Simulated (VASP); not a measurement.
# CsH (Fm-3m) in VASP: a series of runs

The runs below take CsH through single point, with r2SCAN.

Program: VASP 6.6.1. These are calculated values, not measurements. Logs are shortened: lines on timing, memory, paths and dates and some standing lists are left out, and cuts for length are marked.

**1. The cell of the first run**

Symmetry: Fm-3m, No. 225, cubic system. Conventional cell: a = 6.378 Å, b = 6.378 Å, c = 6.378 Å, α = 90.00°, β = 90.00°, γ = 90.00°. Cs (site symmetry m-3m) has 6 H at 3.19 Å within 4.2 Å. H (site symmetry m-3m) has 6 Cs at 3.19 Å within 4.2 Å.

**2. Single point, r2SCAN**

Input file POSCAR:

```
CsH
1.0
    0.0000000000      3.1891954590      3.1891954590
    3.1891954590      0.0000000000      3.1891954590
    3.1891954590      3.1891954590      0.0000000000
Cs H
1 1
Direct
    0.0000000000      0.0000000000      0.0000000000
    0.5000000000      0.5000000000      0.5000000000
```

Input file INCAR.step1:

```
SYSTEM = CsH
PREC = Accurate
ENCUT = 520
ISMEAR = 0
SIGMA = 0.01
LREAL = .False.
LASPH = .True.
NELM = 60
NBANDS = 12
GGA = PE
ALGO = Normal
EDIFF = 1E-4
LWAVE = .True.
LCHARG = .False.
```

Input file INCAR.step2:

```
SYSTEM = CsH
PREC = Accurate
ENCUT = 520
EDIFF = 1E-7
ISMEAR = 0
SIGMA = 0.01
LREAL = .False.
LASPH = .True.
NELM = 60
ALGO = Normal
ISIF = 2
LWAVE = .False.
LCHARG = .False.
METAGGA = R2SCAN
LMIXTAU = .True.
NBANDS = 12
ISTART = 1
```

Input file KPOINTS:

```
Automatic mesh
0
Gamma
  6 6 6
  0 0 0
```

Potentials or basis: VASP PAW PBE potentials, release 64 (Cs_sv, H).

Command:

```
> cat potpaw_PBE.64/Cs_sv/POTCAR potpaw_PBE.64/H/POTCAR > POTCAR
> cp INCAR.step1 INCAR
> mpirun -np 1 vasp_std > vasp.out
> cp INCAR.step2 INCAR
> mpirun -np 1 vasp_std > vasp.out
```

OUTCAR:

```text
SYSTEM = CsH
   PREC = Accurate
   ENCUT = 520
   EDIFF = 1E-7
   ISMEAR = 0
   LREAL = .False.
   LASPH = .True.
   NELM = 60
   ISIF = 2
   METAGGA = R2SCAN
   ISTART = 1

 ion  position               nearest neighbor table
   1  0.000  0.000  0.000-
   2  0.500  0.500  0.500-

  LATTYP: Found a face centered cubic cell.
 ALAT       =     6.3783909180

  Lattice vectors:

 A1 = (   0.0000000000,   3.1891954590,   3.1891954590)
 A2 = (   3.1891954590,   0.0000000000,   3.1891954590)
 A3 = (   3.1891954590,   3.1891954590,   0.0000000000)

Analysis of symmetry for initial positions (statically):
=====================================================================
 Subroutine PRICEL returns:
 Original cell was already a primitive cell.

 Routine SETGRP: Setting up the symmetry group for a
 face centered cubic supercell.

 Subroutine GETGRP returns: Found 48 space group operations
 (whereof 48 operations were pure point group operations)
 out of a pool of 48 trial point group operations.

The static configuration has the point symmetry O_h .

Analysis of symmetry for dynamics (positions and initial velocities):
=====================================================================
 Subroutine PRICEL returns:
 Original cell was already a primitive cell.

 Routine SETGRP: Setting up the symmetry group for a
 face centered cubic supercell.

 Subroutine GETGRP returns: Found 48 space group operations
 (whereof 48 operations were pure point group operations)
 out of a pool of 48 trial point group operations.

The dynamic configuration has the point symmetry O_h .

 Subroutine INISYM returns: Found 48 space group operations
 (whereof 48 operations are pure point group operations),
 and found     1 'primitive' translations

----------------------------------------------------------------------------------------

                                     Primitive cell

  volume of cell :      64.8744

  direct lattice vectors                    reciprocal lattice vectors
     0.000000000  3.189195459  3.189195459    -0.156779353  0.156779353  0.156779353
     3.189195459  0.000000000  3.189195459     0.156779353 -0.156779353  0.156779353
     3.189195459  3.189195459  0.000000000     0.156779353  0.156779353 -0.156779353

  length of vectors
     4.510203471  4.510203471  4.510203471     0.271549805  0.271549805  0.271549805

[... 77 lines left out ...]
   ISIF   =      2    stress and relaxation
   ISYM   =      2    0-nonsym 1-usesym 2-fastsym
   POTIM  = 0.5000    time-step for ionic-motion
   TEBEG  =    0.0;   TEEND  =   0.0 temperature during run
   PSTRESS=    0.0 pullay stress
   NELECT =      10.0000    total number of electrons
   NUPDOWN=      -1.0000    fix difference up-down
   EMIN   =  10.00;   EMAX   =-10.00  energy-range for DOS
   EFERMI =   0.00;   METHOD = LEGACY
   ISMEAR =     0;   SIGMA  =   0.01  broadening in eV -4-tet -1-fermi 0-gaus
   EFERMI_NEDOS =   21; number of points for ismear=-14 and -15
   IALGO  =     38    algorithm
   IMIX   =      4    mixing-type and parameters
     AMIX     =   0.40;   BMIX     =  1.00
     AMIX_MAG =   1.60;   BMIX_MAG =  1.00
  volume/ion in A,a.u.               =      32.44       218.90
  Fermi-wavevector in a.u.,A,eV,Ry     =   0.877776  1.658756 10.483162  0.770491
  Thomas-Fermi vector in A             =   1.997771
   LORBIT       =      0    0 simple, 1 ext, 2 COOP (PROOUT), +10 PAW based schemes
   METAGGA = R2SCAN    functional components
   LHFCALC =     F    Hartree Fock is set to
   AEXX    =    0.0000 exact exchange contribution
   IVDW    =     0    specifies the selected vdW correction
   LEPSILON=     F    determine dielectric tensor
   LRPA    =     F    only Hartree local field effects (RPA)
 non-spin polarized calculation
 Gauss-broadening in eV      SIGMA  =   0.01
  energy-cutoff  :      520.00
  volume of cell :       64.87
 maximum number of plane-waves:      1807
 NGX is ok and might be reduce to    36
   NGX = 17   NGY = 17   NGZ = 17

 number of electron       9.9999999 magnetization

 Free energy of the ion-electron system (eV)
  ---------------------------------------------------
  ext. energy  EPLUGINS =         0.00000000
  ---------------------------------------------------
  free energy    TOTEN  =       -28.98879099 eV

  energy without entropy =      -28.98879099  energy(sigma->0) =      -28.98879099

 E-fermi :  -0.0139     XC(G=0):  -7.5530

 val. band max:       -0.1182970432   @ k =   0.5000   0.0000   0.0000
 cond. band min:       2.5462725104   @ k =   0.5000   0.0000   0.0000
 fundamental gap:      2.6645695536
 Fermi energy:        -0.0138772895

 k-point     1 :       0.0000    0.0000    0.0000
  band No.  band energies     occupation
      1     -22.1905      2.00000
      2      -8.2770      2.00000
      3      -8.2770      2.00000
      4      -8.2770      2.00000
      5      -1.7657      2.00000
      6       5.5716      0.00000
      7       5.5716      0.00000
      8       5.5716      0.00000
      9       6.2128      0.00000
     10       7.4787      0.00000
     11       7.4787      0.00000
     12       9.1152      0.00000
[... 211 lines left out ...]
 k-point    16 :      -0.3333    0.5000    0.1667
  band No.  band energies     occupation
      1     -22.0839      2.00000
      2      -8.8795      2.00000
      3      -8.6614      2.00000
      4      -8.5795      2.00000
      5      -0.9571      2.00000
      6       3.8880      0.00000
      7       5.1002      0.00000
      8       6.1164      0.00000
      9       8.7811      0.00000
     10       9.2096      0.00000
     11       9.2565      0.00000
     12       9.5761      0.00000

------------------------ aborting loop because EDIFF is reached ----------------------------------------

  FORCE on cell =-STRESS in cart. coord.  units (eV):
  Direction    XX          YY          ZZ          XY          YZ          ZX
  --------------------------------------------------------------------------------------
  -------------------------------------------------------------------------------------
  Total        0.0124019      0.0124019      0.0124019      0.0000000     -0.0000000      0.0000000
  in kB        0.3062839      0.3062839      0.3062839      0.0000000     -0.0000000      0.0000000
  external PRESSURE =       0.3062839 kB  Pullay stress =       0.0000000 kB

 VOLUME and BASIS-vectors are now :
 -----------------------------------------------------------------------------
  energy-cutoff  :      520.00
  volume of cell :       64.87
      direct lattice vectors                 reciprocal lattice vectors
     0.000000000  3.189195459  3.189195459    -0.156779353  0.156779353  0.156779353
     3.189195459  0.000000000  3.189195459     0.156779353 -0.156779353  0.156779353
     3.189195459  3.189195459  0.000000000     0.156779353  0.156779353 -0.156779353

 POSITION                                       TOTAL-FORCE (eV/Angst)
 -----------------------------------------------------------------------------------
      0.00000      0.00000      0.00000        -0.000000     -0.000000     -0.000000
      3.18920      3.18920      3.18920         0.000000      0.000000      0.000000
 -----------------------------------------------------------------------------------
    total drift:                               -0.000000      0.000000      0.000000

  FREE ENERGIE OF THE ION-ELECTRON SYSTEM (eV)
  ---------------------------------------------------
  free  energy   TOTEN  =       -28.9887909881 eV

  energy  without entropy=      -28.9887909881  energy(sigma->0) =      -28.98879099
```

OUTCAR.step1:

```text
SYSTEM = CsH
   PREC = Accurate
   ENCUT = 520
   ISMEAR = 0
   LREAL = .False.
   LASPH = .True.
[... 453 lines left out ...]
      0.00000      0.00000      0.00000         0.000000     -0.000000      0.000000
      3.18920      3.18920      3.18920        -0.000000      0.000000     -0.000000
 -----------------------------------------------------------------------------------
    total drift:                               -0.000000      0.000000      0.000000

  FREE ENERGIE OF THE ION-ELECTRON SYSTEM (eV)
  ---------------------------------------------------
  free  energy   TOTEN  =        -4.5497274578 eV

  energy  without entropy=       -4.5497274578  energy(sigma->0) =       -4.54972746
```

OSZICAR.step1:

```text
N       E                     dE             d eps       ncg     rms          rms(c)
DAV:   1     0.450388177785E+02    0.45039E+02   -0.41608E+03   384   0.688E+02
DAV:   2    -0.119789130730E+01   -0.46237E+02   -0.44044E+02   476   0.111E+02
DAV:   3    -0.535402719546E+01   -0.41561E+01   -0.41471E+01   492   0.357E+01
DAV:   4    -0.539030993768E+01   -0.36283E-01   -0.36280E-01   448   0.392E+00
DAV:   5    -0.539045484731E+01   -0.14491E-03   -0.14491E-03   492   0.259E-01    0.379E+00
DAV:   6    -0.467112838092E+01    0.71933E+00   -0.59978E-01   436   0.287E+00    0.159E+00
DAV:   7    -0.452720892607E+01    0.14392E+00   -0.63355E-01   436   0.273E+00    0.677E-01
DAV:   8    -0.455929427378E+01   -0.32085E-01   -0.79614E-02   424   0.116E+00    0.454E-01
DAV:   9    -0.454932958917E+01    0.99647E-02   -0.18921E-02   440   0.587E-01    0.379E-02
DAV:  10    -0.454963624207E+01   -0.30665E-03   -0.28933E-03   408   0.207E-01    0.294E-02
DAV:  11    -0.454976400161E+01   -0.12776E-03   -0.36459E-04   412   0.870E-02    0.312E-02
DAV:  12    -0.454972745779E+01    0.36544E-04   -0.10526E-04   404   0.482E-02
   1 F= -.45497275E+01 E0= -.45497275E+01  d E =-.155214E-19
```

Run time: 72 s. Hardware: 1 thread of AMD EPYC 7R43 (Zen 3), shared host; peak memory 0.18 GiB.

Results:

| Item | Value |
| --- | --- |
| Free energy | -28.9888 eV |
| Pressure | 0.0 GPa |
| Band gap on the k mesh | 2.66 eV, direct |

Levels at points of the mesh, in eV from the valence-band top:
| k point | band 2 | band 3 | band 4 | band 5 | band 6 | band 7 | band 8 | band 9 |
| --- | --- | --- | --- | --- | --- | --- | --- | --- |
| (0.00, 0.00, 0.00) | -8.16 | -8.16 | -8.16 | -1.65 | 5.69 | 5.69 | 5.69 | 6.33 |
| (0.50, 0.00, 0.00) | -8.99 | -8.25 | -8.25 | 0.00 | 2.66 | 5.25 | 5.25 | 7.79 |
| (0.50, 0.50, 0.00) | -8.86 | -8.43 | -8.43 | -1.15 | 3.50 | 6.07 | 8.63 | 8.98 |

Caveat: the PAW data sets were made with another functional, which shifts forces and pressure a little; spin-orbit coupling is left out, which moves the levels of the heavy elements. A k mesh can miss the band edges.

**3. Single point, r2SCAN**

POSCAR is that of step 2.

Input file INCAR.step1:

```
PREC = Accurate ; ENCUT = 520
ISMEAR = 0 ; SIGMA = 0.01
LREAL = F ; LASPH = T
NELM = 100 ; NBANDS = 12
GGA = PE ; ALGO = Normal
EDIFF = 1E-4 ; LWAVE = T
LCHARG = F
```

Input file INCAR.step2:

```
PREC = Accurate ; ENCUT = 520
EDIFF = 1E-6 ; ISMEAR = 0
SIGMA = 0.01 ; LREAL = F
LASPH = T ; NELM = 100
ALGO = Normal ; ISIF = 2
LWAVE = F ; LCHARG = F
METAGGA = R2SCAN ; LMIXTAU = T
NBANDS = 12 ; ISTART = 1
```

Input file KPOINTS:

```
Automatic mesh
0
Gamma
  6 6 6
```

Potentials or basis: VASP PAW PBE potentials, release 64 (Cs_sv, H).

Command:

```
> cat potpaw_PBE.64/Cs_sv/POTCAR potpaw_PBE.64/H/POTCAR > POTCAR
> cp INCAR.step1 INCAR
> mpirun -np 1 vasp_std > vasp.out
> cp INCAR.step2 INCAR
> mpirun -np 1 vasp_std > vasp.out
```

OUTCAR:

```text
PREC = Accurate
   ENCUT = 520
   EDIFF = 1E-6
   ISMEAR = 0
   LREAL = F
   LASPH = T
   NELM = 100
   ISIF = 2
   METAGGA = R2SCAN
   ISTART = 1

 ion  position               nearest neighbor table
   1  0.000  0.000  0.000-
   2  0.500  0.500  0.500-

  LATTYP: Found a face centered cubic cell.
 ALAT       =     6.3783909180

  Lattice vectors:

 A1 = (   0.0000000000,   3.1891954590,   3.1891954590)
 A2 = (   3.1891954590,   0.0000000000,   3.1891954590)
 A3 = (   3.1891954590,   3.1891954590,   0.0000000000)

Analysis of symmetry for initial positions (statically):
=====================================================================
 Subroutine PRICEL returns:
 Original cell was already a primitive cell.

 Routine SETGRP: Setting up the symmetry group for a
 face centered cubic supercell.

 Subroutine GETGRP returns: Found 48 space group operations
 (whereof 48 operations were pure point group operations)
 out of a pool of 48 trial point group operations.

The static configuration has the point symmetry O_h .

Analysis of symmetry for dynamics (positions and initial velocities):
=====================================================================
 Subroutine PRICEL returns:
 Original cell was already a primitive cell.

 Routine SETGRP: Setting up the symmetry group for a
 face centered cubic supercell.

 Subroutine GETGRP returns: Found 48 space group operations
 (whereof 48 operations were pure point group operations)
 out of a pool of 48 trial point group operations.

The dynamic configuration has the point symmetry O_h .

 Subroutine INISYM returns: Found 48 space group operations
 (whereof 48 operations are pure point group operations),
 and found     1 'primitive' translations

----------------------------------------------------------------------------------------
[... 109 lines left out ...]
   METAGGA = R2SCAN    functional components
   LHFCALC =     F    Hartree Fock is set to
   AEXX    =    0.0000 exact exchange contribution
   IVDW    =     0    specifies the selected vdW correction
   LEPSILON=     F    determine dielectric tensor
   LRPA    =     F    only Hartree local field effects (RPA)
 non-spin polarized calculation
 Gauss-broadening in eV      SIGMA  =   0.01
  energy-cutoff  :      520.00
  volume of cell :       64.87
 maximum number of plane-waves:      1807
 NGX is ok and might be reduce to    36
   NGX = 17   NGY = 17   NGZ = 17

 number of electron       9.9999999 magnetization

 Free energy of the ion-electron system (eV)
  ---------------------------------------------------
  ext. energy  EPLUGINS =         0.00000000
  ---------------------------------------------------
  free energy    TOTEN  =       -28.98879092 eV

  energy without entropy =      -28.98879092  energy(sigma->0) =      -28.98879092

 E-fermi :  -0.0140     XC(G=0):  -7.5530

 val. band max:       -0.1179880940   @ k =   0.5000   0.0000   0.0000
 cond. band min:       2.5462297728   @ k =   0.5000   0.0000   0.0000
 fundamental gap:      2.6642178668
 Fermi energy:        -0.0140243439

 k-point     1 :       0.0000    0.0000    0.0000
  band No.  band energies     occupation
      1     -22.1908      2.00000
      2      -8.2772      2.00000
      3      -8.2772      2.00000
      4      -8.2772      2.00000
      5      -1.7655      2.00000
      6       5.5715      0.00000
      7       5.5715      0.00000
      8       5.5715      0.00000
      9       6.2130      0.00000
     10       7.4786      0.00000
     11       7.4786      0.00000
     12       9.1152      0.00000
[... 211 lines left out ...]
 k-point    16 :      -0.3333    0.5000    0.1667
  band No.  band energies     occupation
      1     -22.0842      2.00000
      2      -8.8797      2.00000
      3      -8.6616      2.00000
      4      -8.5797      2.00000
      5      -0.9568      2.00000
      6       3.8879      0.00000
      7       5.1002      0.00000
      8       6.1163      0.00000
      9       8.7812      0.00000
     10       9.2095      0.00000
     11       9.2564      0.00000
     12       9.5761      0.00000

------------------------ aborting loop because EDIFF is reached ----------------------------------------

  FORCE on cell =-STRESS in cart. coord.  units (eV):
  Direction    XX          YY          ZZ          XY          YZ          ZX
  --------------------------------------------------------------------------------------
  -------------------------------------------------------------------------------------
  Total        0.0140642      0.0140642      0.0140642     -0.0000000     -0.0000000      0.0000000
  in kB        0.3473372      0.3473372      0.3473372     -0.0000000     -0.0000000      0.0000000
  external PRESSURE =       0.3473372 kB  Pullay stress =       0.0000000 kB

 VOLUME and BASIS-vectors are now :
 -----------------------------------------------------------------------------
  energy-cutoff  :      520.00
  volume of cell :       64.87
      direct lattice vectors                 reciprocal lattice vectors
     0.000000000  3.189195459  3.189195459    -0.156779353  0.156779353  0.156779353
     3.189195459  0.000000000  3.189195459     0.156779353 -0.156779353  0.156779353
     3.189195459  3.189195459  0.000000000     0.156779353  0.156779353 -0.156779353

 POSITION                                       TOTAL-FORCE (eV/Angst)
 -----------------------------------------------------------------------------------
      0.00000      0.00000      0.00000         0.000000      0.000000      0.000000
      3.18920      3.18920      3.18920         0.000000      0.000000     -0.000000
 -----------------------------------------------------------------------------------
    total drift:                               -0.000000      0.000000      0.000000

  FREE ENERGIE OF THE ION-ELECTRON SYSTEM (eV)
  ---------------------------------------------------
  free  energy   TOTEN  =       -28.9887909234 eV

  energy  without entropy=      -28.9887909234  energy(sigma->0) =      -28.98879092
```

OSZICAR.step1:

```text
N       E                     dE             d eps       ncg     rms          rms(c)
DAV:   1     0.450388177785E+02    0.45039E+02   -0.41608E+03   384   0.688E+02
DAV:   2    -0.119789130730E+01   -0.46237E+02   -0.44044E+02   476   0.111E+02
DAV:   3    -0.535402719546E+01   -0.41561E+01   -0.41471E+01   492   0.357E+01
DAV:   4    -0.539030993768E+01   -0.36283E-01   -0.36280E-01   448   0.392E+00
DAV:   5    -0.539045484731E+01   -0.14491E-03   -0.14491E-03   492   0.259E-01    0.379E+00
DAV:   6    -0.467112838092E+01    0.71933E+00   -0.59978E-01   436   0.287E+00    0.159E+00
DAV:   7    -0.452720892607E+01    0.14392E+00   -0.63355E-01   436   0.273E+00    0.677E-01
DAV:   8    -0.455929427378E+01   -0.32085E-01   -0.79614E-02   424   0.116E+00    0.454E-01
DAV:   9    -0.454932958917E+01    0.99647E-02   -0.18921E-02   440   0.587E-01    0.379E-02
DAV:  10    -0.454963624207E+01   -0.30665E-03   -0.28933E-03   408   0.207E-01    0.294E-02
DAV:  11    -0.454976400161E+01   -0.12776E-03   -0.36459E-04   412   0.870E-02    0.312E-02
DAV:  12    -0.454972745779E+01    0.36544E-04   -0.10526E-04   404   0.482E-02
   1 F= -.45497275E+01 E0= -.45497275E+01  d E =-.155214E-19
```

It took 69 s on 1 thread of AMD EPYC 7R43 (Zen 3), shared host; peak memory 0.18 GiB.

What came out:

```
Free energy            : -28.9888 eV
Pressure               : 0.0 GPa
Band gap on the k mesh : 2.66 eV, direct
```

Caveat: the PAW data sets were made with another functional, which shifts forces and pressure a little; spin-orbit coupling is left out, which moves the levels of the heavy elements.
